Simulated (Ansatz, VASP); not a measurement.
# CaF2: VASP beside Ansatz

File INCAR:

```
ALGO = Normal
EDIFF = 1E-6
ENCUT = 600
GGA = PS
GGA_COMPAT = False
ISIF = 2
ISMEAR = -1
LASPH = True
LCHARG = False
LREAL = False
LWAVE = False
NBANDS = 19
NELM = 120
PREC = Accurate
SIGMA = 0.02
```

The input KPOINTS:

```
k-points
0
Gamma
  6 6 6
```

The input POSCAR:

```
CaF2
1.0
    0.0000000000      2.6561400844      2.6561400844
    2.6561400844      0.0000000000      2.6561400844
    2.6561400844      2.6561400844      0.0000000000
Ca F
1 2
Direct
    0.0000000000      0.0000000000      0.0000000000
    0.2500000000      0.2500000000      0.2500000000
    0.7500000000      0.7500000000      0.7500000000
```

Input for Ansatz:

```yaml
crystal:
  lattice:
    - [0.0, 2.6561400844036958, 2.6561400844036958]
    - [2.6561400844036958, 0.0, 2.6561400844036958]
    - [2.6561400844036958, 2.6561400844036958, 0.0]
  atoms:
    - { symbol: Ca, position: [0.0, 0.0, 0.0] }
    - { symbol: F, position: [0.25, 0.25, 0.25] }
    - { symbol: F, position: [0.75, 0.75, 0.75] }
basis:
  ecutwfc: 510.0
kpoints:
  mp_grid:
    grid: [6, 6, 6]
hamiltonian:
  xc: pbesol
scf:
  occupations:
    method: fermi_dirac
    width: 0.02
output:
  stress: true
```

Alike in both runs: task single point; functional PBEsol; k mesh 6 × 6 × 6; occupations fermi-dirac, width 0.02 eV; no spin polarisation.

|  | VASP | Ansatz |
| --- | --- | --- |
| version | VASP 6.6.1 | Ansatz 0.2.0 |
| potentials or method | VASP PAW PBE potentials, release 64 (Ca_sv, F), cutoff 600 eV | plane waves, PAW |
| valence electrons in the cell | 24 | 24 |

```csv
,VASP,Ansatz,Ansatz less VASP
pressure (GPa),6.5,6.0,-0.47
```

VASP's potentials were made for PBE, not for PBEsol.
